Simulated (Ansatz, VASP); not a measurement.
One calculation of In, two programs

Contents of INCAR:

```
SYSTEM = In
ALGO = Normal
EDIFF = 1E-6
ENCUT = 520
GGA = CA
ISIF = 2
ISMEAR = -1
LASPH = .TRUE.
LCHARG = .TRUE.
LELF = .TRUE.
LREAL = .FALSE.
LVHAR = .TRUE.
LWAVE = .FALSE.
NBANDS = 20
NELM = 80
PREC = Accurate
SIGMA = 0.05
```

File KPOINTS:

```
k-points
0
G
  9 9 5
  0 0 0
```

File POSCAR:

```
In
1.0
    3.3575747290      0.0000000000      0.0000000000
   -1.6787873645      2.9077450104      0.0000000000
    0.0000000000      0.0000000000      5.5456283735
In
2
Direct
    0.6666666667      0.3333333333      0.7500000000
    0.3333333333      0.6666666667      0.2500000000
```

Contents of input.yaml:

```yaml
crystal:
  lattice:
    - [3.357574729, 0.0, 0.0]
    - [-1.6787873645, 2.9077450104, 0.0]
    - [0.0, 0.0, 5.5456283735]
  atoms:
    - { symbol: In, position: [0.6666666667, 0.3333333333, 0.75] }
    - { symbol: In, position: [0.3333333333, 0.6666666667, 0.25] }
kpoints:
  mp_grid: { grid: [9, 9, 5] }
scf:
  occupations: { method: fermi_dirac, width: 0.05 }
hamiltonian:
  xc: lda
  pseudopotentials: { kind: all_electron, lapw: { basis_error: 0.001 } }
output:
  forces: true
  stress: true
  eigenvalues: true
```

Change from the starting cell: volume scaled by 1.02.

Alike in both runs: task single point; functional LDA; k mesh 9 × 9 × 5; occupations fermi-dirac, width 0.05 eV; no spin polarisation.

|  | VASP | Ansatz |
| --- | --- | --- |
| version | VASP 6.6.1 | Ansatz 0.2.0 |
| potentials or method | VASP PAW LDA potentials, release 64 (In_d), cutoff 520 eV | all-electron LAPW, scalar-relativistic |

Ansatz gave:

| Item | Value |
| --- | --- |
| gap on the k mesh at the Fermi level (eV) | none |
| pressure (GPa) | -3.4 |
| traceless stress, the component that is largest in VASP (GPa) | 0.32 |

Task: Which values does VASP return?

Result: gap on the k mesh at the Fermi level (eV): none; pressure (GPa): -3.4; traceless stress, the component that is largest in VASP (GPa): 0.25.

LDA's correlation is that of Perdew and Zunger in VASP and of Perdew and Wang (1992) in Ansatz. A gap of «none» marks a metal or a gap that the smearing closes. Ansatz ran all-electron here, and VASP with PAW potentials.
